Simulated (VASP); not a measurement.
# Se (P4/mbm) in VASP: further runs

Se is run at these levels: PBE; tasks: single point.

All numbers are computed with VASP 6.6.1; they aren't measurements. Logs are shortened: lines on timing, memory, paths and dates and some standing lists are left out, and cuts for length are marked.

## (1) The cell of the first run

The typed cell holds 6 atoms: a = 7.815 Å, b = 7.815 Å, c = 2.653 Å, α = 90.00°, β = 90.00°, γ = 90.00°.

The cell was generated, and may not be a known phase.

## (2) Single point, PBE

Contents of INCAR:

```
PREC = Accurate ; ENCUT = 520
EDIFF = 1E-6 ; ISMEAR = 0
SIGMA = 0.1 ; LREAL = False
LASPH = True ; NELM = 60
ALGO = Normal ; ISIF = 2
LWAVE = False ; LCHARG = False
GGA = PE ; NBANDS = 27
```

Contents of KPOINTS:

```
Automatic mesh
0
Gamma
  6 6 14
```

Contents of POSCAR:

```
Se
1.0
    7.8151305803      0.0000000000      0.0000000000
    0.0000000000      7.8151305803      0.0000000000
    0.0000000000      0.0000000000      2.6526803382
Se
6
Direct
    0.2500664756      0.2499335244      0.0000000000
    0.2499335244      0.7499335244      0.0000000000
    0.7499335244      0.7500664756      0.0000000000
    0.7500664756      0.2500664756      0.0000000000
    0.0000000000      0.0000000000      0.0000000000
    0.5000000000      0.5000000000      0.0000000000
```

Potentials or basis: VASP PAW PBE potentials, release 64 (Se).

On the command line:

```console
$ cat potpaw_PBE.64/Se/POTCAR > POTCAR
$ mpirun -np 1 vasp_std > vasp.out
```

OUTCAR:

```text
PREC = Accurate
   ENCUT = 520
   EDIFF = 1E-6
   ISMEAR = 0
   LREAL = False
   LASPH = True
   NELM = 60
   ISIF = 2
   GGA = PE

 ion  position               nearest neighbor table
   1  0.250  0.250  0.000-   5 2.76   6 2.76
   2  0.250  0.750  0.000-   5 2.76   6 2.76
   3  0.750  0.750  0.000-   5 2.76   6 2.76
   4  0.750  0.250  0.000-   5 2.76   6 2.76
   5  0.000  0.000  0.000-   1 2.76   2 2.76   3 2.76   4 2.76
   6  0.500  0.500  0.000-   1 2.76   2 2.76   3 2.76   4 2.76

  LATTYP: Found a simple tetragonal cell.
 ALAT       =     7.8151305803
 C/A-ratio  =     0.3394287928

  Lattice vectors:

 A1 = (   7.8151305803,   0.0000000000,   0.0000000000)
 A2 = (   0.0000000000,   7.8151305803,   0.0000000000)
 A3 = (   0.0000000000,   0.0000000000,   2.6526803382)

Analysis of symmetry for initial positions (statically):
=====================================================================
 Subroutine PRICEL returns:
 Original cell was already a primitive cell.

 Routine SETGRP: Setting up the symmetry group for a
 simple tetragonal supercell.

 Subroutine GETGRP returns: Found 16 space group operations
 (whereof  8 operations were pure point group operations)
 out of a pool of 16 trial point group operations.

The static configuration has the point symmetry C_4h.
 The point group associated with its full space group is D_4h.

Analysis of symmetry for dynamics (positions and initial velocities):
=====================================================================
 Subroutine PRICEL returns:
 Original cell was already a primitive cell.

 Routine SETGRP: Setting up the symmetry group for a
 simple tetragonal supercell.

 Subroutine GETGRP returns: Found 16 space group operations
 (whereof  8 operations were pure point group operations)
 out of a pool of 16 trial point group operations.

The dynamic configuration has the point symmetry C_4h.
 The point group associated with its full space group is D_4h.

 Subroutine INISYM returns: Found 16 space group operations
 (whereof  8 operations are pure point group operations),
 and found     1 'primitive' translations

----------------------------------------------------------------------------------------

                                     Primitive cell

  volume of cell :     162.0158

  direct lattice vectors                    reciprocal lattice vectors
     7.815130580  0.000000000  0.000000000     0.127956915  0.000000000  0.000000000
     0.000000000  7.815130580  0.000000000     0.000000000  0.127956915  0.000000000
     0.000000000  0.000000000  2.652680338     0.000000000  0.000000000  0.376977198

  length of vectors
     7.815130580  7.815130580  2.652680338     0.127956915  0.127956915  0.376977198

  position of ions in fractional coordinates (direct lattice)
     0.250066476  0.249933524  0.000000000
     0.249933524  0.749933524  0.000000000
     0.749933524  0.750066476  0.000000000
     0.750066476  0.250066476  0.000000000
     0.000000000  0.000000000  0.000000000
     0.500000000  0.500000000  0.000000000

  ion indices of the primitive-cell ions
   primitive index   ion index
                 1           1
                 2           2
                 3           3
                 4           4
                 5           5
                 6           6

----------------------------------------------------------------------------------------

 KPOINTS: Automatic mesh

Automatic generation of k-mesh.
 Grid dimensions read from file:
 generate k-points for:    6    6   14

 Generating k-lattice:

  Cartesian coordinates                     Fractional coordinates (reciprocal lattice)
     0.021326153  0.000000000  0.000000000     0.166666667  0.000000000  0.000000000
     0.000000000  0.021326153  0.000000000     0.000000000  0.166666667  0.000000000
     0.000000000  0.000000000  0.026926943     0.000000000  0.000000000  0.071428571

  Length of vectors
     0.021326153  0.021326153  0.026926943

  Shift w.r.t. Gamma in fractional coordinates (k-lattice)
     0.000000000  0.000000000  0.000000000

 Subroutine IBZKPT returns following result:
 ===========================================

 Found     80 irreducible k-points:

 Following reciprocal coordinates:
            Coordinates               Weight
  0.000000  0.000000  0.000000      1.000000
  0.166667  0.000000  0.000000      4.000000
  0.333333  0.000000  0.000000      4.000000
  0.500000  0.000000  0.000000      2.000000
  0.166667  0.166667  0.000000      4.000000
  0.333333  0.166667  0.000000      8.000000
[... 16 lines left out ...]
  0.333333  0.000000  0.142857      8.000000
  0.500000  0.000000  0.142857      4.000000
 [... further k-points ...]
   k-points           NKPTS =     80   k-points in BZ     NKDIM =     80   number of bands    NBANDS=     27
   number of dos      NEDOS =    301   number of ions     NIONS =      6
   total plane-waves  NPLWV =  72000
   dimension x,y,z NGX =    60 NGY =   60 NGZ =   20
   dimension x,y,z NGXF=   120 NGYF=  120 NGZF=   40
   ions per type =               6
   NGX,Y,Z   is equivalent  to a cutoff of  12.76, 12.76, 12.53 a.u.
   NGXF,Y,Z  is equivalent  to a cutoff of  25.53, 25.53, 25.07 a.u.
 SYSTEM =  unknown system
   PREC   = accura    normal or accurate (medium, high low for compatibility)
   ISTART =      0    job   : 0-new  1-cont  2-samecut
   ICHARG =      2    charge: 1-file 2-atom 10-const
   ISPIN  =      1    spin polarized calculation?
   LNONCOLLINEAR =      F non collinear calculations
   LSORBIT =      F    spin-orbit coupling
   LASPH  =      T    aspherical Exc in radial PAW
   ENCUT  =  520.0 eV  38.22 Ry    6.18 a.u.  14.53 14.53  4.93*2*pi/ulx,y,z
   NELM   =     60;   NELMIN=  2; NELMDL= -5     # of ELM steps
   EDIFF  = 0.1E-05   stopping-criterion for ELM
   LREAL  =      F    real-space projection
   EDIFFG = 0.1E-04   stopping-criterion for IOM
   NSW    =      0    number of steps for IOM
   IBRION =     -1    ionic relax: 0-MD 1-quasi-New 2-CG
   NFREE  =      0    steps in history (QN), initial steepest desc. (CG)
   ISIF   =      2    stress and relaxation
   ISYM   =      2    0-nonsym 1-usesym 2-fastsym
   POTIM  = 0.5000    time-step for ionic-motion
   TEBEG  =    0.0;   TEEND  =   0.0 temperature during run
   PSTRESS=    0.0 pullay stress
   NELECT =      36.0000    total number of electrons
   NUPDOWN=      -1.0000    fix difference up-down
   EMIN   =  10.00;   EMAX   =-10.00  energy-range for DOS
   EFERMI =   0.00;   METHOD = LEGACY
   ISMEAR =     0;   SIGMA  =   0.10  broadening in eV -4-tet -1-fermi 0-gaus
   EFERMI_NEDOS =   21; number of points for ismear=-14 and -15
   IALGO  =     38    algorithm
   IMIX   =      4    mixing-type and parameters
     AMIX     =   0.40;   BMIX     =  1.00
     AMIX_MAG =   1.60;   BMIX_MAG =  1.00
  volume/ion in A,a.u.               =      27.00       182.22
  Fermi-wavevector in a.u.,A,eV,Ry     =   0.991570  1.873795 13.377388  0.983210
  Thomas-Fermi vector in A             =   2.123320
   LORBIT       =      0    0 simple, 1 ext, 2 COOP (PROOUT), +10 PAW based schemes
   GGA     = PE    functional components
   LHFCALC =     F    Hartree Fock is set to
   AEXX    =    0.0000 exact exchange contribution
   IVDW    =     0    specifies the selected vdW correction
   LEPSILON=     F    determine dielectric tensor
   LRPA    =     F    only Hartree local field effects (RPA)
 non-spin polarized calculation
 Gauss-broadening in eV      SIGMA  =   0.10
  energy-cutoff  :      520.00
  volume of cell :      162.02
 maximum number of plane-waves:      4408
 NGX is ok and might be reduce to    60
   NGX = 29   NGY = 29   NGZ =  9

 number of electron      35.9999997 magnetization

 Free energy of the ion-electron system (eV)
  ---------------------------------------------------
  ext. energy  EPLUGINS =         0.00000000
  ---------------------------------------------------
  free energy    TOTEN  =       -19.52317785 eV

  energy without entropy =      -19.50328272  energy(sigma->0) =      -19.51323028

 E-fermi :   2.6591     XC(G=0):  -8.8207

 val. band max:        2.6572322634   @ k =   0.1667   0.1667   0.2143
 cond. band min:       2.6597724336   @ k =   0.1667   0.0000   0.4286
 fundamental gap:      0.0025401702
 Fermi energy:         2.6590754472

 k-point     1 :       0.0000    0.0000    0.0000
  band No.  band energies     occupation
      1     -13.3276      2.00000
      2     -12.4782      2.00000
      3     -11.4584      2.00000
      4     -11.4584      2.00000
      5     -11.0941      2.00000
      6     -10.0071      2.00000
[... 19 lines left out ...]
     26       8.1438      0.00000
     27       9.6829      0.00000

 k-point     2 :       0.1667    0.0000    0.0000
  band No.  band energies     occupation
      1     -13.2918      2.00000
      2     -12.5877      2.00000
      3     -11.4364      2.00000
      4     -11.3154      2.00000
      5     -11.1212      2.00000
      6     -10.0921      2.00000
[... 19 lines left out ...]
     26       8.1049      0.00000
     27       9.2465      0.00000

 k-point     3 :       0.3333    0.0000    0.0000
  band No.  band energies     occupation
      1     -13.1866      2.00000
      2     -12.8055      2.00000
      3     -11.3746      2.00000
      4     -11.1931      2.00000
      5     -11.0020      2.00000
      6     -10.3237      2.00000
[... 594 lines left out ...]
      1     -12.8211      2.00000
      2     -12.4403      2.00000
      3     -11.0069      2.00000
      4     -10.8254      2.00000
      5     -10.6341      2.00000
      6      -9.9541      2.00000
[... 19 lines left out ...]
     26       8.5909      0.00000
     27       8.9459      0.00000

 k-point    24 :       0.5000    0.0000    0.1429
  band No.  band energies     occupation
      1     -12.6536      2.00000
      2     -12.6536      2.00000
      3     -10.9187      2.00000
      4     -10.9187      2.00000
      5     -10.2787      2.00000
      6     -10.2787      2.00000
[... 19 lines left out ...]
     26       8.3383      0.00000
     27       9.7379      0.00000

 [... further k-points ...]

------------------------ aborting loop because EDIFF is reached ----------------------------------------

  FORCE on cell =-STRESS in cart. coord.  units (eV):
  Direction    XX          YY          ZZ          XY          YZ          ZX
  --------------------------------------------------------------------------------------
  -------------------------------------------------------------------------------------
  Total        0.0139556      0.0139556      0.0179587      0.0000000      0.0000000      0.0000000
  in kB        0.1380077      0.1380077      0.1775941      0.0000000      0.0000000      0.0000000
  external PRESSURE =       0.1512031 kB  Pullay stress =       0.0000000 kB

 VOLUME and BASIS-vectors are now :
 -----------------------------------------------------------------------------
  energy-cutoff  :      520.00
  volume of cell :      162.02
      direct lattice vectors                 reciprocal lattice vectors
     7.815130580  0.000000000  0.000000000     0.127956915  0.000000000  0.000000000
     0.000000000  7.815130580  0.000000000     0.000000000  0.127956915  0.000000000
     0.000000000  0.000000000  2.652680338     0.000000000  0.000000000  0.376977198

 POSITION                                       TOTAL-FORCE (eV/Angst)
 -----------------------------------------------------------------------------------
      1.95430      1.95326      0.00000        -0.000059      0.000059     -0.000000
      1.95326      5.86083      0.00000         0.000059      0.000059      0.000000
      5.86083      5.86187      0.00000         0.000059     -0.000059      0.000000
      5.86187      1.95430      0.00000        -0.000059     -0.000059     -0.000000
      0.00000      0.00000      0.00000         0.000000      0.000000      0.000000
      3.90757      3.90757      0.00000         0.000000      0.000000      0.000000
 -----------------------------------------------------------------------------------
    total drift:                                0.000000      0.000000     -0.000000

  FREE ENERGIE OF THE ION-ELECTRON SYSTEM (eV)
  ---------------------------------------------------
  free  energy   TOTEN  =       -19.5231778502 eV

  energy  without entropy=      -19.5032827172  energy(sigma->0) =      -19.51323028
```

It took 3.3 min on 1 thread of AMD EPYC 9R45 (Zen 5), shared host; peak memory 0.38 GiB.

What came out:

| Item | Value |
| --- | --- |
| Free energy | -19.5232 eV |
| Pressure | 0.0 GPa |
| Band gap on the k mesh | zero (bands 18 and 19 overlap by 3.75 eV) |

## (3) Single point, PBE

Contents of INCAR:

```
SYSTEM = Se
PREC     = Accurate       ! precision mode
ENCUT    = 520            ! plane-wave cutoff, eV
EDIFF    = 1E-6           ! SCF threshold, eV
ISMEAR   = 0              ! smearing method
SIGMA    = 0.1            ! smearing width, eV
LREAL    = .FALSE.        ! projectors in reciprocal space
LASPH    = .TRUE.         ! aspherical terms in the spheres
NELM     = 80             ! most SCF steps
ALGO     = Normal         ! electronic algorithm
ISIF     = 2              ! what is computed and relaxed
LWAVE    = .FALSE.        ! write WAVECAR
LCHARG   = .FALSE.        ! write CHGCAR
GGA      = PE             ! functional
NBANDS   = 27             ! bands
```

Contents of KPOINTS:

```
regular mesh
0
G
  6 6 14
  0 0 0
```

POSCAR is that of step 2.

Potentials or basis: VASP PAW PBE potentials, release 64 (Se).

On the command line:

```console
$ cat potpaw_PBE.64/Se/POTCAR > POTCAR
$ mpirun -np 1 vasp_std > vasp.out
```

It took 3.3 min on 1 thread of AMD EPYC 9R45 (Zen 5), shared host; peak memory 0.37 GiB.

It converged, with:

```yaml
Free_energy: -19.5232 eV
Pressure: 0.0 GPa
Band_gap_on_the_k_mesh: zero (bands 18 and 19 overlap by 3.75 eV)
```

Levels at points of the mesh, in eV from the Fermi level:
```tsv
k point	band 14	band 15	band 16	band 17	band 18	band 19	band 20	band 21	band 22	band 23
(0.00, 0.00, 0.00)	-2.15	-2.15	-1.33	2.45	2.45	3.24	3.82	4.39	4.41	4.74
(0.50, 0.00, 0.00)	-1.81	0.35	0.35	0.43	0.43	3.47	3.47	4.82	4.82	5.17
(0.50, 0.50, 0.00)	-2.60	-1.88	-1.88	2.41	2.41	3.48	3.48	4.73	4.73	5.24
(0.00, 0.00, 0.50)	-4.10	-0.95	-0.65	-0.65	-0.49	0.19	0.30	0.30	0.95	3.82
(0.50, 0.00, 0.50)	-3.07	-2.91	-2.91	-0.38	-0.38	0.57	0.57	2.52	2.52	2.75
(0.50, 0.50, 0.50)	-4.01	-1.08	-1.08	-0.16	-0.16	-0.06	-0.06	0.55	0.55	4.07
```
